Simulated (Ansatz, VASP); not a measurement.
**Two plane-wave programs on Ni**

```
CELL_PARAMETERS angstrom
2.48804 0.00000 0.00000
-1.24402 2.15470 0.00000
0.00000 0.00000 20.06290
ATOMIC_POSITIONS crystal
Ni 0.16667 0.33333 0.39874
Ni 0.50000 0.00000 0.50000
Ni 0.83333 0.66667 0.60126
```

Alike in both runs: task single point; functional PBE; k mesh 19 × 19 × 1; occupations fermi-dirac, width 0.05 eV; collinear spin.

|  | VASP | Ansatz |
| --- | --- | --- |
| version | VASP 6.6.1 | Ansatz 0.2.0 |
| potentials or method | VASP PAW PBE potentials, release 64 (Ni) | PAW with Ansatz's default frozen-core files, scalar-relativistic |
| plane-wave cutoff (eV) | 520 | 420 |
| valence electrons in the cell | 30 | 54 |

|  | VASP | Ansatz | Ansatz less VASP |
| --- | --- | --- | --- |
| rms of the force components (eV/Å) | 0.085 | 0.086 | +0.0012 |
| net moment per atom (μB) | 0.72 | 0.74 | +0.015 |
| size of the moment on the site where the two differ most (μB) | 0.75 | 0.79 | +0.045 |

Site moments also hang on the region over which each program counts them. Atom by atom the forces differ by 0.001 eV/Å (rms over components). With one functional, cell and mesh, what is left measures potentials, basis and numerics. VASP's potentials hold 30 valence electrons a cell and Ansatz's 54, so a difference there can come from the potentials and not from the codes.
